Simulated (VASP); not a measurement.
# Ta2N (P-3m1) in VASP: further runs

Runs on Ta2N. Level: r2SCAN. Tasks: single point, relaxation of cell and atoms.

All numbers are computed with VASP 6.6.1; they aren't measurements. Logs are shortened: lines on timing, memory, paths and dates and some standing lists are left out, and cuts for length are marked.

## (1) The cell of the first run

It takes space group P-3m1 (No. 164, trigonal). The conventional cell has a = 3.073 Å, b = 3.073 Å, c = 4.895 Å, α = 90.00°, β = 90.00°, γ = 120.00°. Within 3.1 Å of Ta (site symmetry 3m) lie 3 N at 2.18 Å and 12 Ta at 2.97 to 3.08 Å. Within 2.9 Å of N (site symmetry -3m) lie 6 Ta at 2.18 Å.

## (2) Single point, r2SCAN

Input file POSCAR:

```
Ta2N
1.0
    3.0732975851      0.0000000000      0.0000000000
   -1.5366487925      2.6615537821      0.0000000000
    0.0000000000      0.0000000000      4.8954311604
Ta N
2 1
Direct
    0.6666666667      0.3333333333      0.7429737799
    0.3333333333      0.6666666667      0.2570262201
    0.0000000000      0.0000000000      0.0000000000
```

Input file INCAR.step1:

```
PREC = Accurate
ENCUT = 520
ISMEAR = 0
SIGMA = 0.1
LREAL = F
LASPH = T
NELM = 80
NBANDS = 20
GGA = PE
ALGO = Normal
EDIFF = 1E-4
LWAVE = T
LCHARG = F
```

Input file INCAR.step2:

```
PREC = Accurate
ENCUT = 520
EDIFF = 1E-7
ISMEAR = 0
SIGMA = 0.1
LREAL = F
LASPH = T
NELM = 80
ALGO = Normal
ISIF = 2
LWAVE = F
LCHARG = T
METAGGA = R2SCAN
LMIXTAU = T
LELF = T
LVHAR = T
NBANDS = 20
ISTART = 1
```

Input file KPOINTS:

```
Automatic mesh
0
Gamma
  18 18 10
```

Potentials or basis: VASP PAW PBE potentials, release 64 (Ta_pv, N).

Command:

```console
cat potpaw_PBE.64/Ta_pv/POTCAR potpaw_PBE.64/N/POTCAR > POTCAR
cp INCAR.step1 INCAR
mpirun -np 1 vasp_std > vasp.out
cp INCAR.step2 INCAR
mpirun -np 1 vasp_std > vasp.out
```

OUTCAR:

```text
PREC = Accurate
   ENCUT = 520
   EDIFF = 1E-7
   ISMEAR = 0
   LREAL = F
   LASPH = T
   NELM = 80
   ISIF = 2
   METAGGA = R2SCAN
   ISTART = 1

 ion  position               nearest neighbor table
   1  0.667  0.333  0.743-   3 2.18   3 2.18   3 2.18   2 2.97   2 2.97   2 2.97   2 3.08   2 3.08
                             2 3.08
   2  0.333  0.667  0.257-   3 2.18   3 2.18   3 2.18   1 2.97   1 2.97   1 2.97   1 3.08   1 3.08
                             1 3.08
   3  0.000  0.000  0.000-   1 2.18   2 2.18   2 2.18   1 2.18   1 2.18   2 2.18

  LATTYP: Found a hexagonal cell.
 ALAT       =     3.0732975851
 C/A-ratio  =     1.5928920076

  Lattice vectors:

 A1 = (   3.0732975851,   0.0000000000,   0.0000000000)
 A2 = (  -1.5366487925,   2.6615537821,   0.0000000000)
 A3 = (   0.0000000000,   0.0000000000,   4.8954311604)

Analysis of symmetry for initial positions (statically):
=====================================================================
 Subroutine PRICEL returns:
 Original cell was already a primitive cell.

 Routine SETGRP: Setting up the symmetry group for a
 hexagonal supercell.

 Subroutine GETGRP returns: Found 12 space group operations
 (whereof 12 operations were pure point group operations)
 out of a pool of 24 trial point group operations.

The static configuration has the point symmetry D_3d.

Analysis of symmetry for dynamics (positions and initial velocities):
=====================================================================
 Subroutine PRICEL returns:
 Original cell was already a primitive cell.

 Routine SETGRP: Setting up the symmetry group for a
 hexagonal supercell.

 Subroutine GETGRP returns: Found 12 space group operations
 (whereof 12 operations were pure point group operations)
 out of a pool of 24 trial point group operations.

The dynamic configuration has the point symmetry D_3d.

 Subroutine INISYM returns: Found 12 space group operations
 (whereof 12 operations are pure point group operations),
 and found     1 'primitive' translations

----------------------------------------------------------------------------------------

                                     Primitive cell

  volume of cell :      40.0434

  direct lattice vectors                    reciprocal lattice vectors
     3.073297585  0.000000000  0.000000000     0.325383394  0.187860190  0.000000000
    -1.536648793  2.661553782  0.000000000     0.000000000  0.375720381  0.000000000
     0.000000000  0.000000000  4.895431160     0.000000000  0.000000000  0.204272099

  length of vectors
     3.073297585  3.073297585  4.895431160     0.375720381  0.375720381  0.204272099

  position of ions in fractional coordinates (direct lattice)
     0.666666667  0.333333333  0.742973780
     0.333333333  0.666666667  0.257026220
     0.000000000  0.000000000  0.000000000

  ion indices of the primitive-cell ions
   primitive index   ion index
                 1           1
                 2           2
                 3           3

----------------------------------------------------------------------------------------

 KPOINTS: Automatic mesh

Automatic generation of k-mesh.
 Grid dimensions read from file:
 generate k-points for:   18   18   10

 Generating k-lattice:

  Cartesian coordinates                     Fractional coordinates (reciprocal lattice)
     0.018076855  0.010436677  0.000000000     0.055555556 -0.000000000  0.000000000
     0.000000000  0.020873354  0.000000000     0.000000000  0.055555556  0.000000000
     0.000000000  0.000000000  0.020427210     0.000000000  0.000000000  0.100000000

  Length of vectors
     0.020873354  0.020873354  0.020427210

  Shift w.r.t. Gamma in fractional coordinates (k-lattice)
     0.000000000  0.000000000  0.000000000

 Subroutine IBZKPT returns following result:
 ===========================================

 Found    330 irreducible k-points:

 Following reciprocal coordinates:
            Coordinates               Weight
  0.000000  0.000000  0.000000      1.000000
  0.055556  0.000000  0.000000      6.000000
  0.111111  0.000000  0.000000      6.000000
  0.166667  0.000000  0.000000      6.000000
  0.222222  0.000000  0.000000      6.000000
  0.277778  0.000000  0.000000      6.000000
[... 16 lines left out ...]
  0.333333  0.111111  0.000000     12.000000
  0.388889  0.111111  0.000000     12.000000
 [... further k-points ...]
   k-points           NKPTS =    330   k-points in BZ     NKDIM =    330   number of bands    NBANDS=     20
   number of dos      NEDOS =    301   number of ions     NIONS =      3
   total plane-waves  NPLWV =  20736
   dimension x,y,z NGX =    24 NGY =   24 NGZ =   36
   dimension x,y,z NGXF=    48 NGYF=   48 NGZF=   72
   ions per type =               2   1
   NGX,Y,Z   is equivalent  to a cutoff of  12.98, 12.98, 12.23 a.u.
   NGXF,Y,Z  is equivalent  to a cutoff of  25.96, 25.96, 24.45 a.u.
 SYSTEM =  unknown system
[... 40 lines left out ...]
 non-spin polarized calculation
 Gauss-broadening in eV      SIGMA  =   0.10
  energy-cutoff  :      520.00
  volume of cell :       40.04
 maximum number of plane-waves:      1093
 NGX is ok and might be reduce to    24
   NGX = 11   NGY = 11   NGZ = 19

 number of electron      26.9999998 magnetization

 Free energy of the ion-electron system (eV)
  ---------------------------------------------------
  ext. energy  EPLUGINS =         0.00000000
  ---------------------------------------------------
  free energy    TOTEN  =      -109.03593324 eV

  energy without entropy =     -109.03050328  energy(sigma->0) =     -109.03321826

 E-fermi :   7.6787     XC(G=0): -14.0368

 val. band max:        7.6736040205   @ k =   0.1667   0.0000   0.0000
 cond. band min:       7.6823193045   @ k =   0.1667   0.0556   0.4000
 fundamental gap:      0.0087152840
 Fermi energy:         7.6787046826

 k-point     1 :       0.0000    0.0000    0.0000
  band No.  band energies     occupation
      1     -29.3861      2.00000
      2     -28.5562      2.00000
      3     -28.5562      2.00000
      4     -28.4309      2.00000
      5     -28.4309      2.00000
      6     -28.3525      2.00000
[... 12 lines left out ...]
     19       8.8455      0.00000
     20      12.9392      0.00000

 k-point     2 :       0.0556    0.0000    0.0000
  band No.  band energies     occupation
      1     -29.3756      2.00000
      2     -28.5782      2.00000
      3     -28.5638      2.00000
      4     -28.4530      2.00000
      5     -28.4327      2.00000
      6     -28.3555      2.00000
[... 12 lines left out ...]
     19       9.1528      0.00000
     20      12.9555      0.00000

 k-point     3 :       0.1111    0.0000    0.0000
  band No.  band energies     occupation
      1     -29.3449      2.00000
      2     -28.6414      2.00000
      3     -28.5851      2.00000
      4     -28.5154      2.00000
      5     -28.4385      2.00000
      6     -28.3651      2.00000
[... 12 lines left out ...]
     19       9.7935      0.00000
     20      12.8776      0.00000

 k-point     4 :       0.1667    0.0000    0.0000
  band No.  band energies     occupation
      1     -29.2960      2.00000
      2     -28.7381      2.00000
      3     -28.6163      2.00000
      4     -28.6076      2.00000
      5     -28.4489      2.00000
      6     -28.3826      2.00000
[... 12 lines left out ...]
     19      10.7705      0.00000
     20      12.6500      0.00000

 k-point     5 :       0.2222    0.0000    0.0000
  band No.  band energies     occupation
      1     -29.2323      2.00000
      2     -28.8566      2.00000
      3     -28.7156      2.00000
      4     -28.6528      2.00000
      5     -28.4630      2.00000
      6     -28.4086      2.00000
[... 12 lines left out ...]
     19      11.7138      0.00000
     20      12.4335      0.00000
[... 353 lines left out ...]
      6     -28.4546      2.00000
[... 12 lines left out ...]
     19      12.3119      0.00000
     20      12.8710      0.00000

 k-point    22 :       0.2778    0.1111    0.0000
  band No.  band energies     occupation
      1     -29.1062      2.00000
      2     -29.0406      2.00000
      3     -28.9507      2.00000
      4     -28.7344      2.00000
      5     -28.5442      2.00000
      6     -28.4969      2.00000
[... 12 lines left out ...]
     19      12.4229      0.00000
     20      13.2293      0.00000

 k-point    23 :       0.3333    0.1111    0.0000
  band No.  band energies     occupation
      1     -29.1862      2.00000
      2     -29.0053      2.00000
      3     -28.9719      2.00000
      4     -28.7785      2.00000
      5     -28.5615      2.00000
      6     -28.5434      2.00000
[... 12 lines left out ...]
     19      12.5301      0.00000
     20      12.9953      0.00000

 k-point    24 :       0.3889    0.1111    0.0000
  band No.  band energies     occupation
      1     -29.2426      2.00000
      2     -29.0386      2.00000
      3     -28.9120      2.00000
      4     -28.8074      2.00000
      5     -28.5861      2.00000
      6     -28.5724      2.00000
[... 12 lines left out ...]
     19      12.5718      0.00000
     20      12.7759      0.00000

 [... further k-points ...]
[... 5 lines left out ...]
  --------------------------------------------------------------------------------------
  -------------------------------------------------------------------------------------
  Total        0.2899161      0.2899161      0.2426278      0.0000000      0.0000000     -0.0000000
  in kB       11.5998441     11.5998441      9.7077902      0.0000000      0.0000000     -0.0000000
  external PRESSURE =      10.9691595 kB  Pullay stress =       0.0000000 kB

 VOLUME and BASIS-vectors are now :
 -----------------------------------------------------------------------------
  energy-cutoff  :      520.00
  volume of cell :       40.04
      direct lattice vectors                 reciprocal lattice vectors
     3.073297585  0.000000000  0.000000000     0.325383394  0.187860190  0.000000000
    -1.536648793  2.661553782  0.000000000     0.000000000  0.375720381  0.000000000
     0.000000000  0.000000000  4.895431160     0.000000000  0.000000000  0.204272099

 POSITION                                       TOTAL-FORCE (eV/Angst)
 -----------------------------------------------------------------------------------
      1.53665      0.88718      3.63718         0.000000      0.000000     -0.073722
     -0.00000      1.77437      1.25825        -0.000000      0.000000      0.073722
      0.00000      0.00000      0.00000         0.000000      0.000000      0.000000
 -----------------------------------------------------------------------------------
    total drift:                                0.000000     -0.000000     -0.000000

  FREE ENERGIE OF THE ION-ELECTRON SYSTEM (eV)
  ---------------------------------------------------
  free  energy   TOTEN  =      -109.0359332403 eV

  energy  without entropy=     -109.0305032842  energy(sigma->0) =     -109.03321826
```

Run time: 7.1 min. Hardware: 1 thread of Intel Xeon 6975P-C (Granite Rapids), shared host; peak memory 0.36 GiB.

What came out:

* Free energy: -109.0359 eV
* Pressure: 1.1 GPa
* Largest force: 0.074 eV/Å
* Band gap on the k mesh: zero (an odd number of electrons rules out a gap without spin polarisation)

Forces on the atoms (eV/Å):
```
Ta   0.000  0.000 -0.074
Ta   0.000  0.000  0.074
N    0.000  0.000  0.000
```

Levels at points of the mesh, in eV from the Fermi level:
| k point | band 12 | band 13 | band 14 | band 15 | band 16 | band 17 |
| --- | --- | --- | --- | --- | --- | --- |
| (0.00, 0.00, 0.00) | -0.82 | -0.23 | -0.23 | 0.10 | 0.51 | 0.51 |
| (0.50, 0.00, 0.00) | -2.93 | -1.55 | 1.58 | 2.15 | 4.13 | 4.21 |
| (0.00, 0.00, 0.50) | -3.00 | -1.05 | -1.05 | 1.76 | 2.36 | 2.48 |
| (0.50, 0.00, 0.50) | -2.47 | -2.28 | -0.58 | 0.73 | 3.72 | 3.95 |

Caveat: the PAW data sets were made with another functional, which shifts forces and pressure a little; spin-orbit coupling is left out, which moves the levels of the heavy elements.

## (3) Single point, r2SCAN

POSCAR is that of step 2.

Input file INCAR.step1:

```
SYSTEM = Ta2N
PREC = Accurate
ENCUT = 520
ISMEAR = 0
SIGMA = 0.15
LREAL = .False.
LASPH = .True.
NELM = 100
NBANDS = 20
GGA = PE
ALGO = Normal
EDIFF = 1E-4
LWAVE = .True.
LCHARG = .False.
```

Input file INCAR.step2:

```
SYSTEM = Ta2N
PREC = Accurate
ENCUT = 520
EDIFF = 1E-7
ISMEAR = 0
SIGMA = 0.15
LREAL = .False.
LASPH = .True.
NELM = 100
ALGO = Normal
ISIF = 2
LWAVE = .False.
LCHARG = .True.
METAGGA = R2SCAN
LMIXTAU = .True.
LELF = .True.
LVHAR = .True.
NBANDS = 20
ISTART = 1
```

Input file KPOINTS:

```
regular mesh
0
Gamma
  18 18 10
  0 0 0
```

Potentials or basis: VASP PAW PBE potentials, release 64 (Ta_pv, N).

Command:

```console
cat potpaw_PBE.64/Ta_pv/POTCAR potpaw_PBE.64/N/POTCAR > POTCAR
cp INCAR.step1 INCAR
mpirun -np 1 vasp_std > vasp.out
cp INCAR.step2 INCAR
mpirun -np 1 vasp_std > vasp.out
```

Run time: 6.9 min. Hardware: 1 thread of Intel Xeon 6975P-C (Granite Rapids), shared host; peak memory 0.35 GiB.

It converged, with:

| Property | Result |
| --- | --- |
| Free energy | -109.0394 eV |
| Pressure | 1.1 GPa |
| Largest force | 0.073 eV/Å |
| Band gap on the k mesh | zero (an odd number of electrons rules out a gap without spin polarisation) |

Forces in eV/Å, atoms in the order of the input:
```
Ta   0.000  0.000 -0.073
Ta   0.000  0.000  0.073
N    0.000  0.000  0.000
```

Stress tensor (GPa, compression positive):
```
1.17 0.00 0.00
0.00 1.17 0.00
0.00 0.00 1.01
```

Levels at points of the mesh, in eV from the Fermi level:
| k point | band 11 | band 12 | band 13 | band 14 | band 15 | band 16 | band 17 | band 18 |
| --- | --- | --- | --- | --- | --- | --- | --- | --- |
| (0.00, 0.00, 0.00) | -5.46 | -0.82 | -0.23 | -0.23 | 0.10 | 0.51 | 0.51 | 1.17 |
| (0.50, 0.00, 0.00) | -4.85 | -2.93 | -1.55 | 1.58 | 2.15 | 4.13 | 4.21 | 4.45 |
| (0.00, 0.00, 0.50) | -3.30 | -3.00 | -1.05 | -1.05 | 1.76 | 2.36 | 2.48 | 2.48 |
| (0.50, 0.00, 0.50) | -3.52 | -2.47 | -2.28 | -0.58 | 0.73 | 3.72 | 3.95 | 4.33 |

Caveat: the PAW data sets were made with another functional, which shifts forces and pressure a little; spin-orbit coupling is left out, which moves the levels of the heavy elements.

## (4) Relaxation of cell and atoms, r2SCAN

This run uses another cell than the first one, of 13.62 Å³/atom.

Input file POSCAR:

```
Ta2N
1.0
    3.1128615060      0.0000000000      0.0000000000
   -1.5564307530      2.6958171426      0.0000000000
    0.0000000000      0.0000000000      4.8698410000
Ta N
2 1
Direct
    0.6666666700      0.3333333300      0.7452890000
    0.3333333300      0.6666666700      0.2547110000
    0.0000000000      0.0000000000      0.0000000000
```

Input file INCAR.step1:

```
ALGO = Normal
EDIFF = 1E-4
ENCUT = 600
GGA = PE
ISMEAR = 0
LASPH = True
LCHARG = False
LREAL = False
LWAVE = True
NELM = 60
PREC = Accurate
SIGMA = 0.1
```

Input file INCAR.step2:

```
ALGO = Normal
EDIFF = 1E-7
EDIFFG = -0.005
ENCUT = 600
IBRION = 2
ISIF = 3
ISMEAR = 0
ISTART = 1
LASPH = True
LCHARG = False
LMIXTAU = True
LREAL = False
LWAVE = False
METAGGA = R2SCAN
NELM = 60
NSW = 100
PREC = Accurate
SIGMA = 0.1
```

Input file KPOINTS:

```
k-points
0
Gamma
  15 15 10
```

Command:

```console
cat potpaw_PBE.64/Ta_pv/POTCAR potpaw_PBE.64/N/POTCAR > POTCAR
cp INCAR.step1 INCAR
mpirun -np 1 vasp_std > vasp.out
cp INCAR.step2 INCAR
mpirun -np 1 vasp_std > vasp.out
```

Run time: 84 min. Hardware: 1 thread of Oxide Virtual Turin-like, shared host; peak memory 0.31 GiB.

Results (log left out):

* Free energy: -109.0363 eV
* Relaxed volume: 13.39 Å³/atom
* Relaxed cell: a = 3.077 Å, b = 3.077 Å, c = 4.899 Å, α = 90.00°, β = 90.00°, γ = 120.00°
* Space group after relaxing (to 0.1 Å): P-3m1 (No. 164)
* Energy gained by relaxing: 4.8 meV/atom
* Ionic steps: 7
* Pressure after relaxing: 0.0 GPa
* Largest force after relaxing: 0.005 eV/Å
* Band gap on the k mesh: zero (an odd number of electrons rules out a gap without spin polarisation)

Forces on the atoms (eV/Å):
```
Ta   0.000  0.000 -0.005
Ta   0.000  0.000  0.005
N    0.000  0.000  0.000
```

Step by step:
```
step  energy change (eV)  largest force (eV/Å)  pressure (GPa)  volume (Å³)
   1              0.0000                0.1034           -4.31        40.87
   2              0.0428                0.3725           12.29        38.74
   3             -0.0098                0.1825            0.30        40.21
   4             -0.0134                0.0384            0.12        40.19
   5             -0.0141                0.0483            0.03        40.17
   6             -0.0143                0.0127            0.00        40.18
   7             -0.0143                0.0047            0.00        40.18
```

Final structure:
```yaml
crystal:
  lattice:
    - [3.07740, 0.00000, 0.00000]
    - [-1.53870, 2.66511, 0.00000]
    - [0.00000, 0.00000, 4.89933]
  atoms:
    - { symbol: Ta, position: [0.66667, 0.33333, 0.74267] }
    - { symbol: Ta, position: [0.33333, 0.66667, 0.25733] }
    - { symbol: N, position: [0.00000, 0.00000, 0.00000] }
```

Levels at points of the mesh, in eV from the Fermi level:
```tsv
k point	band 10	band 11	band 12	band 13	band 14	band 15	band 16	band 17
(0.00, 0.00, 0.00)	-6.31	-5.46	-0.81	-0.23	-0.23	0.09	0.51	0.51
(0.00, 0.00, 0.50)	-6.49	-3.30	-2.99	-1.05	-1.05	1.76	2.35	2.48
```

Caveat: the PAW data sets were made with another functional, which shifts forces and pressure a little; spin-orbit coupling is left out, which moves the levels of the heavy elements.

## (5) Summary

```tsv
task	cell	k mesh	cutoff (eV)	smearing	gap on the mesh (eV)	pressure (GPa)	largest force (eV/Å)
single point	a = 3.073, b = 3.073, c = 4.895 Å, angles 90.0, 90.0, 120.0°, 3 atoms, atomic positions A	18 × 18 × 10	520	gaussian 0.1 eV	none	1.1	0.07
single point	a = 3.073, b = 3.073, c = 4.895 Å, angles 90.0, 90.0, 120.0°, 3 atoms, atomic positions A	18 × 18 × 10	520	gaussian 0.15 eV	none	1.1	0.07
relaxation of cell and atoms	relaxed from a = 3.113, b = 3.113, c = 4.870 Å, angles 90.0, 90.0, 120.0°, 3 atoms, atomic positions B	15 × 15 × 10	600	gaussian 0.1 eV	none	0.0	-
```

Alike in all rows: level r2SCAN; potentials or basis VASP PAW PBE potentials, release 64 (Ta_pv, N); no spin polarisation.

Caveats: the PAW data sets were made with another functional, which shifts forces and pressure a little; spin-orbit coupling is left out, which moves the levels of the heavy elements.

Total energies depend on the potentials used, so only differences within one code and one set of settings carry meaning.
